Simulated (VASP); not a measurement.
# WC (Qusongite) (P-6m2) in VASP: notebook

The runs below take WC (Qusongite) through single point, with r2SCAN.

Program: VASP 6.6.1. These are calculated values, not measurements. Logs are shortened: lines on timing, memory, paths and dates and some standing lists are left out, and cuts for length are marked.

### 1 The cell of the first run

It takes space group P-6m2 (No. 187, hexagonal). Conventional cell: a = 2.913 Å, b = 2.913 Å, c = 2.835 Å, α = 90.00°, β = 90.00°, γ = 120.00°. Within 2.9 Å of W (site symmetry -6m2) lie 6 C at 2.20 Å and 2 W at 2.84 Å. Within 2.9 Å of C (site symmetry -6m2) lie 6 W at 2.20 Å and 2 C at 2.84 Å.

### 2 Single point, r2SCAN

Contents of POSCAR:

```
WC
1.0
    2.9126226897      0.0000000000      0.0000000000
   -1.4563113449      2.5224052409      0.0000000000
    0.0000000000      0.0000000000      2.8353446044
W C
1 1
Direct
    0.0000000002     -0.0000000002      0.0000000000
    0.6666666665      0.3333333335      0.5000000000
```

Contents of INCAR.step1:

```
SYSTEM = WC
  ALGO = Normal
  EDIFF = 1E-5
  ENCUT = 660
  GGA = PE
  GGA_COMPAT = .False.
  ISMEAR = -1
  LASPH = .True.
  LCHARG = .False.
  LREAL = .False.
  LWAVE = .True.
  NBANDS = 16
  NELM = 120
  PREC = Accurate
  SIGMA = 0.1
```

Contents of INCAR.step2:

```
SYSTEM = WC
  ALGO = Normal
  EDIFF = 1E-6
  ENCUT = 660
  GGA_COMPAT = .False.
  ISIF = 2
  ISMEAR = -1
  ISTART = 1
  LASPH = .True.
  LCHARG = .False.
  LMIXTAU = .True.
  LREAL = .False.
  LWAVE = .False.
  METAGGA = R2SCAN
  NBANDS = 16
  NELM = 120
  PREC = Accurate
  SIGMA = 0.1
```

Contents of KPOINTS:

```
k-points
0
Gamma
  11 11 10
  0 0 0
```

Potentials or basis: VASP PAW PBE potentials, release 64 (W_sv, C).

On the command line:

```bash
> cat potpaw_PBE.64/W_sv/POTCAR potpaw_PBE.64/C/POTCAR > POTCAR
> cp INCAR.step1 INCAR
> mpirun -np 1 vasp_std > vasp.out
> cp INCAR.step2 INCAR
> mpirun -np 1 vasp_std > vasp.out
```

OUTCAR:

```text
SYSTEM = WC
   EDIFF = 1E-6
   ENCUT = 660
   ISIF = 2
   ISMEAR = -1
   ISTART = 1
   LASPH = .True.
   LREAL = .False.
   METAGGA = R2SCAN
   NELM = 120
   PREC = Accurate

 ion  position               nearest neighbor table
   1  0.000  1.000  0.000-   2 2.20   2 2.20   2 2.20   2 2.20   2 2.20   2 2.20
   2  0.667  0.333  0.500-   1 2.20   1 2.20   1 2.20   1 2.20   1 2.20   1 2.20

  LATTYP: Found a hexagonal cell.
 ALAT       =     2.9126226897
 C/A-ratio  =     0.9734678695

  Lattice vectors:

 A1 = (   2.9126226897,   0.0000000000,   0.0000000000)
 A2 = (  -1.4563113449,   2.5224052409,   0.0000000000)
 A3 = (   0.0000000000,   0.0000000000,   2.8353446044)

Analysis of symmetry for initial positions (statically):
=====================================================================
 Subroutine PRICEL returns:
 Original cell was already a primitive cell.

 Routine SETGRP: Setting up the symmetry group for a
 hexagonal supercell.

 Subroutine GETGRP returns: Found 12 space group operations
 (whereof 12 operations were pure point group operations)
 out of a pool of 24 trial point group operations.

The static configuration has the point symmetry D_3h.

Analysis of symmetry for dynamics (positions and initial velocities):
=====================================================================
 Subroutine PRICEL returns:
 Original cell was already a primitive cell.

 Routine SETGRP: Setting up the symmetry group for a
 hexagonal supercell.

 Subroutine GETGRP returns: Found 12 space group operations
 (whereof 12 operations were pure point group operations)
 out of a pool of 24 trial point group operations.

The dynamic configuration has the point symmetry D_3h.

 Subroutine INISYM returns: Found 12 space group operations
 (whereof 12 operations are pure point group operations),
 and found     1 'primitive' translations

----------------------------------------------------------------------------------------

                                     Primitive cell

  volume of cell :      20.8308

  direct lattice vectors                    reciprocal lattice vectors
     2.912622690  0.000000000  0.000000000     0.343333176  0.198223502  0.000000000
    -1.456311345  2.522405241  0.000000000     0.000000000  0.396447004  0.000000000
     0.000000000  0.000000000  2.835344604     0.000000000  0.000000000  0.352690815

  length of vectors
     2.912622690  2.912622690  2.835344604     0.396447004  0.396447004  0.352690815

  position of ions in fractional coordinates (direct lattice)
     0.000000000  1.000000000  0.000000000
     0.666666666  0.333333334  0.500000000

  ion indices of the primitive-cell ions
   primitive index   ion index
                 1           1
                 2           2

----------------------------------------------------------------------------------------

 KPOINTS: k-points

Automatic generation of k-mesh.
 Grid dimensions read from file:
 generate k-points for:   11   11   10

 Generating k-lattice:

  Cartesian coordinates                     Fractional coordinates (reciprocal lattice)
     0.031212107  0.018020318  0.000000000     0.090909091 -0.000000000  0.000000000
     0.000000000  0.036040637  0.000000000     0.000000000  0.090909091  0.000000000
     0.000000000  0.000000000  0.035269082     0.000000000  0.000000000  0.100000000

  Length of vectors
     0.036040637  0.036040637  0.035269082

  Shift w.r.t. Gamma in fractional coordinates (k-lattice)
     0.000000000  0.000000000  0.000000000

 Subroutine IBZKPT returns following result:
 ===========================================

 Found     96 irreducible k-points:

 Following reciprocal coordinates:
            Coordinates               Weight
  0.000000  0.000000  0.000000      1.000000
  0.090909  0.000000  0.000000      6.000000
  0.181818  0.000000  0.000000      6.000000
  0.272727  0.000000  0.000000      6.000000
  0.363636  0.000000  0.000000      6.000000
  0.454545 -0.000000  0.000000      6.000000
[... 16 lines left out ...]
  0.090909  0.090909  0.100000     12.000000
  0.181818  0.090909  0.100000     24.000000
 [... further k-points ...]
   k-points           NKPTS =     96   k-points in BZ     NKDIM =     96   number of bands    NBANDS=     16
   number of dos      NEDOS =    301   number of ions     NIONS =      2
   total plane-waves  NPLWV =  13824
   dimension x,y,z NGX =    24 NGY =   24 NGZ =   24
   dimension x,y,z NGXF=    48 NGYF=   48 NGZF=   48
   ions per type =               1   1
   NGX,Y,Z   is equivalent  to a cutoff of  13.70, 13.70, 14.07 a.u.
   NGXF,Y,Z  is equivalent  to a cutoff of  27.40, 27.40, 28.14 a.u.
 SYSTEM =  WC
   PREC   = accura    normal or accurate (medium, high low for compatibility)
   ISTART =      1    job   : 0-new  1-cont  2-samecut
   ICHARG =      0    charge: 1-file 2-atom 10-const
   ISPIN  =      1    spin polarized calculation?
   LNONCOLLINEAR =      F non collinear calculations
   LSORBIT =      F    spin-orbit coupling
   LASPH  =      T    aspherical Exc in radial PAW
   ENCUT  =  660.0 eV  48.51 Ry    6.96 a.u.   6.10  6.10  5.94*2*pi/ulx,y,z
   NELM   =    120;   NELMIN=  2; NELMDL=  0     # of ELM steps
   EDIFF  = 0.1E-05   stopping-criterion for ELM
   LREAL  =      F    real-space projection
   EDIFFG = 0.1E-04   stopping-criterion for IOM
   NSW    =      0    number of steps for IOM
   IBRION =     -1    ionic relax: 0-MD 1-quasi-New 2-CG
   NFREE  =      0    steps in history (QN), initial steepest desc. (CG)
   ISIF   =      2    stress and relaxation
   ISYM   =      2    0-nonsym 1-usesym 2-fastsym
   POTIM  = 0.5000    time-step for ionic-motion
   TEBEG  =    0.0;   TEEND  =   0.0 temperature during run
   PSTRESS=    0.0 pullay stress
   NELECT =      18.0000    total number of electrons
   NUPDOWN=      -1.0000    fix difference up-down
   EMIN   =  10.00;   EMAX   =-10.00  energy-range for DOS
   EFERMI =   0.00;   METHOD = LEGACY
   ISMEAR =    -1;   SIGMA  =   0.10  broadening in eV -4-tet -1-fermi 0-gaus
   EFERMI_NEDOS =   21; number of points for ismear=-14 and -15
   IALGO  =     38    algorithm
   IMIX   =      4    mixing-type and parameters
     AMIX     =   0.40;   BMIX     =  1.00
     AMIX_MAG =   1.60;   BMIX_MAG =  1.00
  volume/ion in A,a.u.               =      10.42        70.29
  Fermi-wavevector in a.u.,A,eV,Ry     =   1.559304  2.946657 33.081583  2.431428
  Thomas-Fermi vector in A             =   2.662682
   LORBIT       =      0    0 simple, 1 ext, 2 COOP (PROOUT), +10 PAW based schemes
   METAGGA = R2SCAN    functional components
   LHFCALC =     F    Hartree Fock is set to
   AEXX    =    0.0000 exact exchange contribution
   IVDW    =     0    specifies the selected vdW correction
   LEPSILON=     F    determine dielectric tensor
   LRPA    =     F    only Hartree local field effects (RPA)
 non-spin polarized calculation
  energy-cutoff  :      660.00
  volume of cell :       20.83
 maximum number of plane-waves:       820
   NGX = 13   NGY = 13   NGZ = 11

 number of electron      18.0000001 magnetization

 Free energy of the ion-electron system (eV)
  ---------------------------------------------------
  ext. energy  EPLUGINS =         0.00000000
  ---------------------------------------------------
  free energy    TOTEN  =       -61.62244892 eV

  energy without entropy =      -61.61475716  energy(sigma->0) =      -61.61860304

 E-fermi :  10.9479     XC(G=0): -14.9445

 val. band max:       10.9320200964   @ k =   0.4545  -0.0000   0.5000
 cond. band min:      10.9549687579   @ k =   0.2727   0.2727   0.0000
 fundamental gap:      0.0229486615
 Fermi energy:        10.9478942900

 k-point     1 :       0.0000    0.0000    0.0000
  band No.  band energies     occupation
      1     -65.0444      2.00000
      2     -28.3466      2.00000
      3     -28.2486      2.00000
      4     -28.2486      2.00000
      5      -4.3037      2.00000
      6       6.4426      2.00000
[... 8 lines left out ...]
     15      26.1485      0.00000
     16      28.4458      0.00000

 k-point     2 :       0.0909    0.0000    0.0000
  band No.  band energies     occupation
      1     -65.0394      2.00000
      2     -28.3375      2.00000
      3     -28.3196      2.00000
      4     -28.2646      2.00000
      5      -4.0828      2.00000
      6       6.4895      2.00000
[... 8 lines left out ...]
     15      25.7200      0.00000
     16      28.9228      0.00000

 k-point     3 :       0.1818    0.0000    0.0000
  band No.  band energies     occupation
      1     -65.0259      2.00000
      2     -28.5063      2.00000
      3     -28.3130      2.00000
      4     -28.3072      2.00000
      5      -3.4665      2.00000
      6       5.8926      2.00000
[... 8 lines left out ...]
     15      25.4427      0.00000
     16      30.2108      0.00000

 k-point     4 :       0.2727    0.0000    0.0000
  band No.  band energies     occupation
      1     -65.0081      2.00000
      2     -28.7437      2.00000
      3     -28.3625      2.00000
      4     -28.2808      2.00000
      5      -2.5865      2.00000
      6       4.9344      2.00000
[... 8 lines left out ...]
     15      26.0942      0.00000
     16      29.6438      0.00000

 k-point     5 :       0.3636    0.0000    0.0000
  band No.  band energies     occupation
      1     -64.9918      2.00000
      2     -28.9553      2.00000
      3     -28.4127      2.00000
      4     -28.2510      2.00000
      5      -1.6573      2.00000
      6       4.1319      2.00000
[... 8 lines left out ...]
     15      26.4409      0.00000
     16      28.5040      0.00000

 k-point     6 :       0.4545   -0.0000    0.0000
  band No.  band energies     occupation
      1     -64.9820      2.00000
      2     -29.0783      2.00000
      3     -28.4423      2.00000
      4     -28.2332      2.00000
      5      -1.0073      2.00000
      6       3.6556      2.00000
[... 8 lines left out ...]
     15      24.8088      0.00000
     16      29.8589      0.00000

 k-point     7 :       0.0909    0.0909    0.0000
  band No.  band energies     occupation
      1     -65.0301      2.00000
      2     -28.4440      2.00000
      3     -28.3207      2.00000
      4     -28.2983      2.00000
      5      -3.6634      2.00000
      6       6.1463      2.00000
[... 8 lines left out ...]
     15      25.4613      0.00000
     16      29.6430      0.00000

 k-point     8 :       0.1818    0.0909    0.0000
  band No.  band energies     occupation
      1     -65.0145      2.00000
      2     -28.6451      2.00000
      3     -28.3580      2.00000
      4     -28.2923      2.00000
      5      -2.9091      2.00000
      6       5.3065      2.00000
[... 8 lines left out ...]
     15      25.7071      0.00000
     16      30.1265      0.00000

 k-point     9 :       0.2727    0.0909    0.0000
  band No.  band energies     occupation
      1     -64.9974      2.00000
      2     -28.8573      2.00000
      3     -28.4229      2.00000
      4     -28.2613      2.00000
      5      -1.9850      2.00000
      6       4.4784      2.00000
[... 8 lines left out ...]
     15      26.7746      0.00000
     16      28.5496      0.00000
[... 172 lines left out ...]
 k-point    19 :       0.1818    0.0000    0.1000
  band No.  band energies     occupation
      1     -65.0216      2.00000
      2     -28.4990      2.00000
      3     -28.3891      2.00000
      4     -28.3001      2.00000
      5      -3.2484      2.00000
      6       6.0040      2.00000
[... 8 lines left out ...]
     15      25.2512      0.00000
     16      30.0405      0.00000

 k-point    20 :       0.2727    0.0000    0.1000
  band No.  band energies     occupation
      1     -65.0038      2.00000
      2     -28.7344      2.00000
      3     -28.3555      2.00000
      4     -28.3550      2.00000
      5      -2.4137      2.00000
      6       5.0125      2.00000
[... 8 lines left out ...]
     15      25.5976      0.00000
     16      29.2242      0.00000

 k-point    21 :       0.3636    0.0000    0.1000
  band No.  band energies     occupation
      1     -64.9875      2.00000
      2     -28.9446      2.00000
      3     -28.4049      2.00000
      4     -28.3241      2.00000
      5      -1.5434      2.00000
      6       4.1485      2.00000
[... 8 lines left out ...]
     15      25.8476      0.00000
     16      28.5246      0.00000

 k-point    22 :       0.4545   -0.0000    0.1000
  band No.  band energies     occupation
      1     -64.9778      2.00000
      2     -29.0668      2.00000
      3     -28.4343      2.00000
      4     -28.3053      2.00000
      5      -0.9404      2.00000
      6       3.6193      2.00000
[... 8 lines left out ...]
     15      24.7432      0.00000
     16      29.6623      0.00000

 k-point    23 :       0.0909    0.0909    0.1000
  band No.  band energies     occupation
      1     -65.0258      2.00000
      2     -28.4384      2.00000
      3     -28.3959      2.00000
      4     -28.2912      2.00000
      5      -3.4366      2.00000
      6       6.2707      2.00000
[... 8 lines left out ...]
     15      25.3652      0.00000
     16      29.3488      0.00000

 k-point    24 :       0.1818    0.0909    0.1000
  band No.  band energies     occupation
      1     -65.0102      2.00000
      2     -28.6365      2.00000
      3     -28.3676      2.00000
      4     -28.3506      2.00000
      5      -2.7188      2.00000
      6       5.4464      2.00000
[... 8 lines left out ...]
     15      25.3289      0.00000
     16      29.5737      0.00000

 [... further k-points ...]

------------------------ aborting loop because EDIFF is reached ----------------------------------------

  FORCE on cell =-STRESS in cart. coord.  units (eV):
  Direction    XX          YY          ZZ          XY          YZ          ZX
  --------------------------------------------------------------------------------------
  -------------------------------------------------------------------------------------
  Total        0.2151989      0.2151989      0.2586864     -0.0000000      0.0000000      0.0000000
  in kB       16.5518184     16.5518184     19.8966187     -0.0000000      0.0000000      0.0000000
  external PRESSURE =      17.6667519 kB  Pullay stress =       0.0000000 kB

 VOLUME and BASIS-vectors are now :
 -----------------------------------------------------------------------------
  energy-cutoff  :      660.00
  volume of cell :       20.83
      direct lattice vectors                 reciprocal lattice vectors
     2.912622690  0.000000000  0.000000000     0.343333176  0.198223502  0.000000000
    -1.456311345  2.522405241  0.000000000     0.000000000  0.396447004  0.000000000
     0.000000000  0.000000000  2.835344604     0.000000000  0.000000000  0.352690815

 POSITION                                       TOTAL-FORCE (eV/Angst)
 -----------------------------------------------------------------------------------
     -1.45631      2.52241      0.00000         0.000000      0.000000      0.000000
      1.45631      0.84080      1.41767        -0.000000      0.000000      0.000000
 -----------------------------------------------------------------------------------
    total drift:                               -0.000001      0.000000      0.000000

  FREE ENERGIE OF THE ION-ELECTRON SYSTEM (eV)
  ---------------------------------------------------
  free  energy   TOTEN  =       -61.6224489192 eV

  energy  without entropy=      -61.6147571625  energy(sigma->0) =      -61.61860304
```

Wall time 52 s (1 thread of Intel Xeon Platinum 8375C at 2.90GHz (Ice Lake), shared host); peak memory 0.18 GiB.

What came out:

```
Free energy            : -61.6224 eV
Pressure               : 1.8 GPa
Band gap on the k mesh : zero (band 9 reaches 11.56 eV, above the bottom of band 10 at 10.34 eV)
```

Levels at points of the mesh, in eV from the Fermi level:
| k point | band 7 | band 8 | band 9 | band 10 | band 11 | band 12 |
| --- | --- | --- | --- | --- | --- | --- |
| (0.00, 0.00, 0.00) | -3.52 | -3.52 | 0.09 | 3.37 | 3.37 | 5.91 |
| (0.00, 0.00, 0.50) | -2.15 | -2.15 | -0.61 | -0.61 | 3.81 | 4.78 |

Caveat: the PAW data sets were made with another functional, which shifts forces and pressure a little; spin-orbit coupling is left out, which moves the levels of the heavy elements.

### 3 Single point, r2SCAN

This run uses another cell than the first one, of 10.38 Å³/atom, 0.996 times its volume.

Contents of POSCAR:

```
WC
1.0
    2.9065000000      0.0000000000      0.0000000000
   -1.4532500000      2.5171028400      0.0000000000
    0.0000000000      0.0000000000      2.8366000000
W C
1 1
Direct
    0.0000000000      0.0000000000      0.0000000000
    0.6666666667      0.3333333333      0.5000000000
```

Contents of INCAR.step1:

```
PREC     = Accurate       # precision mode
ENCUT    = 660            # plane-wave cutoff, eV
ISMEAR   = -1             # smearing method
SIGMA    = 0.1            # smearing width, eV
LREAL    = False          # projectors in reciprocal space
LASPH    = True           # aspherical terms in the spheres
NELM     = 120            # most SCF steps
NBANDS   = 16             # bands
GGA      = PE             # functional
ALGO     = Normal         # electronic algorithm
EDIFF    = 1E-5           # SCF threshold, eV
LWAVE    = True           # write WAVECAR
LCHARG   = False          # write CHGCAR
GGA_COMPAT= False
```

Contents of INCAR.step2:

```
PREC     = Accurate       # precision mode
ENCUT    = 660            # plane-wave cutoff, eV
EDIFF    = 1E-6           # SCF threshold, eV
ISMEAR   = -1             # smearing method
SIGMA    = 0.1            # smearing width, eV
LREAL    = False          # projectors in reciprocal space
LASPH    = True           # aspherical terms in the spheres
NELM     = 120            # most SCF steps
ALGO     = Normal         # electronic algorithm
ISIF     = 2              # what is computed and relaxed
LWAVE    = False          # write WAVECAR
LCHARG   = False          # write CHGCAR
METAGGA  = R2SCAN         # meta-GGA
LMIXTAU  = True         
NBANDS   = 16             # bands
ISTART   = 1            
GGA_COMPAT= False
```

Contents of KPOINTS:

```
regular mesh
0
Gamma
  11 11 10
```

Potentials or basis: VASP PAW PBE potentials, release 64 (W_sv, C).

On the command line:

```bash
> cat potpaw_PBE.64/W_sv/POTCAR potpaw_PBE.64/C/POTCAR > POTCAR
> cp INCAR.step1 INCAR
> mpirun -np 1 vasp_std > vasp.out
> cp INCAR.step2 INCAR
> mpirun -np 1 vasp_std > vasp.out
```

Wall time 53 s (1 thread of Intel Xeon Platinum 8375C at 2.90GHz (Ice Lake), shared host); peak memory 0.18 GiB.

Results (log left out):

- Free energy: -61.6210 eV
- Pressure: 3.2 GPa
- Band gap on the k mesh: zero (band 9 reaches 11.63 eV, above the bottom of band 10 at 10.39 eV)

Stress tensor (GPa, compression positive):
```
3.69 0.00 0.00
0.00 3.69 0.00
0.00 0.00 2.31
```

Levels at points of the mesh, in eV from the Fermi level:
```
           k point  band 6  band 7  band 8  band 9  band 10  band 11  band 12  band 13
(0.00, 0.00, 0.00)   -4.53   -3.52   -3.52    0.06     3.38     3.38     5.92     5.92
(0.00, 0.00, 0.50)   -9.05   -2.13   -2.13   -0.61    -0.61     3.78     4.80     4.80
```

Caveat: the PAW data sets were made with another functional, which shifts forces and pressure a little; spin-orbit coupling is left out, which moves the levels of the heavy elements.
